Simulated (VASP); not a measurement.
# MgS (Fm-3m) in VASP: elastic constants with r2SCAN

Aim: the elastic constants of MgS with r2SCAN.

Program: VASP 6.6.1. These are calculated values, not measurements. Logs are shortened: lines on timing, memory, paths and dates and some standing lists are left out, and cuts for length are marked.

### Step 1. The cell of the first run

It takes space group Fm-3m (No. 225, cubic). The conventional cell has a = 5.124 Å, b = 5.124 Å, c = 5.124 Å, α = 90.00°, β = 90.00°, γ = 90.00°. Within 3.4 Å of Mg (site symmetry m-3m) lie 6 S at 2.56 Å. S (site symmetry m-3m) has 6 Mg at 2.56 Å within 3.4 Å.

### Step 2. Elastic constants, r2SCAN

Contents of INCAR:

```
SYSTEM = MgS
PREC = Accurate
ENCUT = 600
EDIFF = 1E-8
ISMEAR = 0
SIGMA = 0.01
LREAL = .FALSE.
LASPH = .TRUE.
NELM = 60
ALGO = Normal
ISIF = 3
LWAVE = .FALSE.
LCHARG = .FALSE.
METAGGA = R2SCAN
LMIXTAU = .TRUE.
NBANDS = 11
IBRION = 6
NFREE = 2
POTIM = 0.015
NSW = 1
```

Contents of KPOINTS:

```
Automatic mesh
0
G
  8 8 8
  0 0 0
```

Contents of POSCAR:

```
MgS
1.0
    0.0000000000      2.5621183323      2.5621183323
    2.5621183323      0.0000000000      2.5621183323
    2.5621183323      2.5621183323      0.0000000000
Mg S
1 1
Direct
    0.0000000000      0.0000000000      0.0000000000
    0.5000000000      0.5000000000      0.5000000000
```

Potentials or basis: VASP PAW PBE potentials, release 64 (Mg, S).

Started as:

```bash
> cat potpaw_PBE.64/Mg/POTCAR potpaw_PBE.64/S/POTCAR > POTCAR
> mpirun -np 1 vasp_std > vasp.out
```

OUTCAR:

```text
SYSTEM = MgS
   PREC = Accurate
   ENCUT = 600
   EDIFF = 1E-8
   ISMEAR = 0
   LREAL = .FALSE.
   LASPH = .TRUE.
   NELM = 60
   ISIF = 3
   METAGGA = R2SCAN
   IBRION = 6
   NFREE = 2
   POTIM = 0.015
   NSW = 1

 ion  position               nearest neighbor table
   1  0.000  0.000  0.000-   2 2.56   2 2.56   2 2.56   2 2.56   2 2.56   2 2.56
   2  0.500  0.500  0.500-   1 2.56   1 2.56   1 2.56   1 2.56   1 2.56   1 2.56

  LATTYP: Found a face centered cubic cell.
 ALAT       =     5.1242366646

  Lattice vectors:

 A1 = (   0.0000000000,   2.5621183323,   2.5621183323)
 A2 = (   2.5621183323,   0.0000000000,   2.5621183323)
 A3 = (   2.5621183323,   2.5621183323,   0.0000000000)

Analysis of symmetry for initial positions (statically):
=====================================================================
 Subroutine PRICEL returns:
 Original cell was already a primitive cell.

 Routine SETGRP: Setting up the symmetry group for a
 face centered cubic supercell.

 Subroutine GETGRP returns: Found 48 space group operations
 (whereof 48 operations were pure point group operations)
 out of a pool of 48 trial point group operations.

The static configuration has the point symmetry O_h .

Analysis of symmetry for dynamics (positions and initial velocities):
=====================================================================
 Subroutine PRICEL returns:
 Original cell was already a primitive cell.

 Routine SETGRP: Setting up the symmetry group for a
 face centered cubic supercell.

 Subroutine GETGRP returns: Found 48 space group operations
 (whereof 48 operations were pure point group operations)
 out of a pool of 48 trial point group operations.

The dynamic configuration has the point symmetry O_h .

 Subroutine INISYM returns: Found 48 space group operations
 (whereof 48 operations are pure point group operations),
 and found     1 'primitive' translations

----------------------------------------------------------------------------------------

                                     Primitive cell

  volume of cell :      33.6378

  direct lattice vectors                    reciprocal lattice vectors
     0.000000000  2.562118332  2.562118332    -0.195151018  0.195151018  0.195151018
     2.562118332  0.000000000  2.562118332     0.195151018 -0.195151018  0.195151018
     2.562118332  2.562118332  0.000000000     0.195151018  0.195151018 -0.195151018

  length of vectors
     3.623382494  3.623382494  3.623382494     0.338011478  0.338011478  0.338011478

  position of ions in fractional coordinates (direct lattice)
     0.000000000  0.000000000  0.000000000
     0.500000000  0.500000000  0.500000000

  ion indices of the primitive-cell ions
   primitive index   ion index
                 1           1
                 2           2

----------------------------------------------------------------------------------------

 KPOINTS: Automatic mesh

Automatic generation of k-mesh.
 Grid dimensions read from file:
 generate k-points for:    8    8    8

 Generating k-lattice:

  Cartesian coordinates                     Fractional coordinates (reciprocal lattice)
    -0.024393877  0.024393877  0.024393877     0.125000000  0.000000000  0.000000000
     0.024393877 -0.024393877  0.024393877     0.000000000  0.125000000  0.000000000
     0.024393877  0.024393877 -0.024393877     0.000000000  0.000000000  0.125000000
[... 108 lines left out ...]

------------------------ aborting loop because EDIFF is reached ----------------------------------------

  FORCE on cell =-STRESS in cart. coord.  units (eV):
  Direction    XX          YY          ZZ          XY          YZ          ZX
  --------------------------------------------------------------------------------------
  -------------------------------------------------------------------------------------
  Total        0.7428163      0.7428163      0.7428163     -0.0000000     -0.0000000      0.0000000
  in kB       35.3805395     35.3805395     35.3805395     -0.0000000     -0.0000000      0.0000000
  external PRESSURE =      35.3805395 kB  Pullay stress =       0.0000000 kB
[... 89 lines left out ...]
  FREE ENERGIE OF THE ION-ELECTRON SYSTEM (eV)
  ---------------------------------------------------
  free  energy   TOTEN  =       -15.4806931898 eV

  energy  without entropy=      -15.4806931898  energy(sigma->0) =      -15.48069319

[... ionic steps 4 to 14 ...]

--------------------------------------- Ionic step       15  -------------------------------------------

 number of electron       8.0000001 magnetization

------------------------ aborting loop because EDIFF is reached ----------------------------------------
[... 67 lines left out ...]
--------------------------------------- Ionic step       17  -------------------------------------------

 number of electron       8.0000000 magnetization

 Free energy of the ion-electron system (eV)
  ---------------------------------------------------
  ext. energy  EPLUGINS =         0.00000000
  ---------------------------------------------------
  free energy    TOTEN  =       -15.49603111 eV

  energy without entropy =      -15.49603111  energy(sigma->0) =      -15.49603111

 E-fermi :   4.0199     XC(G=0): -10.2954

 val. band max:        3.9119317450   @ k =   0.0000   0.0000   0.0000
 cond. band min:       7.4434155910   @ k =   0.5000   0.5000   0.0000
 fundamental gap:      3.5314838460
 Fermi energy:         4.0198578607

 k-point     1 :       0.0000    0.0000    0.0000
  band No.  band energies     occupation
      1      -9.5486      2.00000
      2       3.9116      2.00000
      3       3.9119      2.00000
      4       3.9119      2.00000
      5       8.9249      0.00000
      6      12.4061      0.00000
      7      12.4061      0.00000
      8      12.4065      0.00000
      9      14.9033      0.00000
     10      14.9041      0.00000
     11      17.5814      0.00000
[... 309 lines left out ...]
 k-point    24 :      -0.3750    0.2500    0.1250
  band No.  band energies     occupation
      1      -7.8722      2.00000
      2      -0.6706      2.00000
      3       1.6035      2.00000
      4       2.6502      2.00000
      5      10.2375      0.00000
      6      10.7825      0.00000
      7      13.1593      0.00000
      8      14.3622      0.00000
      9      17.2405      0.00000
     10      18.7393      0.00000
     11      20.6754      0.00000

 [... further k-points ...]
[... 5 lines left out ...]
  --------------------------------------------------------------------------------------
  -------------------------------------------------------------------------------------
  Total        0.7493393      0.7422056      0.7422056      0.0000000      0.0000000      0.0000000
  in kB       35.6912325     35.3514538     35.3514538      0.0000000      0.0000000      0.0000000
  external PRESSURE =      35.4647134 kB  Pullay stress =       0.0000000 kB
[... 17 lines left out ...]
  FREE ENERGIE OF THE ION-ELECTRON SYSTEM (eV)
  ---------------------------------------------------
  free  energy   TOTEN  =       -15.4960311119 eV

  energy  without entropy=      -15.4960311119  energy(sigma->0) =      -15.49603111

 INTERNAL STRAIN TENSORS FROM STRAINED CELLS
 ============================================

 INTERNAL STRAIN TENSOR FOR ION    1 for displacements in x,y,z  (eV/Angst):
          X           Y           Z          XY          YZ          ZX
  --------------------------------------------------------------------------------
  x     0.00000     0.00000    -0.00000     0.00000    -0.00000    -0.00000
  y     0.00000     0.00000     0.00000     0.00000     0.00000    -0.00000
  z     0.00000    -0.00000     0.00000     0.00000     0.00000     0.00000

 INTERNAL STRAIN TENSORS FROM DISPLACED ATOMS
 ============================================

 INTERNAL STRAIN TENSOR FOR ION    1 for displacements in x,y,z  (eV/Angst):
          X           Y           Z          XY          YZ          ZX
  --------------------------------------------------------------------------------
  x     0.00000     0.00000     0.00000     0.00000     0.00000     0.00000
  y     0.00000     0.00000     0.00000     0.00000     0.00000     0.00000
  z     0.00000     0.00000     0.00000     0.00000     0.00000     0.00000

 INTERNAL STRAIN TENSOR FOR ION    2 for displacements in x,y,z  (eV/Angst):
          X           Y           Z          XY          YZ          ZX
  --------------------------------------------------------------------------------
  x     0.00000     0.00000     0.00000     0.00000     0.00000     0.00000
  y     0.00000     0.00000     0.00000     0.00000     0.00000     0.00000
  z     0.00000     0.00000     0.00000     0.00000     0.00000     0.00000

 Eigenvectors and eigenvalues of the dynamical matrix
 ----------------------------------------------------

   1 f  =    8.003953 THz    50.290319 2PiTHz  266.983131 cm-1    33.101675 meV
             X         Y         Z           dx          dy          dz
      0.000000  0.000000  0.000000     0.753816   -0.000000    0.000000
      2.562118  2.562118  2.562118    -0.657085    0.000000    0.000000
[... 21 lines left out ...]
   6 f/i=    0.004847 THz     0.030454 2PiTHz    0.161674 cm-1     0.020045 meV
             X         Y         Z           dx          dy          dz
      0.000000  0.000000  0.000000     0.316085   -0.576066    0.000000
      2.562118  2.562118  2.562118     0.362616   -0.660869    0.000000

--------------------------------------------------------------------------------------------------------

 ELASTIC MODULI CONTR FROM IONIC RELAXATION (kBar)
 Direction    XX          YY          ZZ          XY          YZ          ZX
 --------------------------------------------------------------------------------
 XX           0.0000      0.0000      0.0000      0.0000      0.0000      0.0000
 YY           0.0000      0.0000      0.0000      0.0000      0.0000      0.0000
 ZZ           0.0000      0.0000      0.0000      0.0000      0.0000      0.0000
 XY           0.0000      0.0000      0.0000      0.0000      0.0000      0.0000
 YZ           0.0000      0.0000      0.0000      0.0000      0.0000      0.0000
 ZX           0.0000      0.0000      0.0000      0.0000      0.0000      0.0000
 --------------------------------------------------------------------------------

 TOTAL ELASTIC MODULI (kBar)
 Direction    XX          YY          ZZ          XY          YZ          ZX
 --------------------------------------------------------------------------------
 XX        1822.3017    463.8962    463.8962     -0.0000     -0.0000      0.0000
 YY         463.8962   1822.3017    463.8962      0.0000     -0.0000      0.0000
 ZZ         463.8962    463.8962   1822.3017     -0.0000      0.0000      0.0000
 XY          -0.0000      0.0000     -0.0000    634.9442      0.0000     -0.0000
 YZ          -0.0000     -0.0000      0.0000      0.0000    634.9442      0.0000
 ZX           0.0000      0.0000      0.0000     -0.0000      0.0000    634.9442
 --------------------------------------------------------------------------------
```

It took 30 min on 1 thread of AMD EPYC 9R45 (Zen 5), shared host; peak memory 0.24 GiB.

What came out:

```
Elastic constants C11, C12, C44                         : 182, 46, 63 GPa
Voigt bulk modulus                                      : 92 GPa
Highest phonon frequency at Γ, LO-TO splitting left out : 267 cm⁻¹
```

Phonon frequencies in cm⁻¹ (negative: imaginary):
| q point | frequencies |
| --- | --- |
| (0.000, 0.000, 0.000) | 0 0 0 267 267 267 |

Elastic tensor in Voigt notation (GPa, in the Cartesian axes of the cell as first typed):
```
182  46  46   0   0   0
 46 182  46   0   0   0
 46  46 182   0   0   0
  0   0   0  63   0   0
  0   0   0   0  63   0
  0   0   0   0   0  63
```

Clamped-ion elastic tensor (GPa):
```
182  46  46   0   0   0
 46 182  46   0   0   0
 46  46 182   0   0   0
  0   0   0  63   0   0
  0   0   0   0  63   0
  0   0   0   0   0  63
```

Caveat: the cell is under stress, which shifts elastic constants; the PAW data sets were made with another functional, which shifts forces and pressure a little.
